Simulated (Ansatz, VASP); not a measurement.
# IrO2: VASP beside Ansatz

```
Ir O
1.0
     4.49900    0.00000    0.00000
     0.00000    4.49900    0.00000
     0.00000    0.00000    3.14600
Ir O
2 4
Direct
  0.00000 0.00000 0.00000
  0.50000 0.50000 0.50000
  0.31100 0.31100 0.00000
  0.18900 0.81100 0.50000
  0.68900 0.68900 0.00000
  0.81100 0.18900 0.50000
```

Alike in both runs: task electric field gradients; functional PBE; k mesh 7 × 7 × 10; occupations fermi-dirac, width 0.02 eV; collinear spin.

|  | VASP | Ansatz |
| --- | --- | --- |
| version | VASP 6.6.1 | Ansatz 0.2.0 |
| potentials or method | VASP PAW PBE potentials, release 64 (Ir, O) | plane-wave PAW, scalar-relativistic |
| plane-wave cutoff (eV) | 520 | 420 |
| valence electrons in the cell | 42 | 58 |

|  | VASP | Ansatz | Ansatz less VASP |
| --- | --- | --- | --- |
| pressure (GPa) | 10.4 | 7.7 | -2.64 |
| traceless stress, the component that is largest in VASP (GPa) | 6.09 | 5.19 | -0.903 |
| rms of the force components (eV/Å) | 0.312 | 0.294 | -0.0174 |
| net moment per atom (μB) | 0.00 | 0.00 | 0.000 |
| size of Vzz on the site where it differs most (V/Å²) | 243.5 | 161.2 | -82.30 |

Atom by atom the forces differ by 0.017 eV/Å (rms over components). VASP's potentials hold 42 valence electrons a cell and Ansatz's 58, so a difference there can come from the potentials and not from the codes. Ansatz's warnings: seeded moment not kept.

Neither program's run includes spin-orbit coupling.
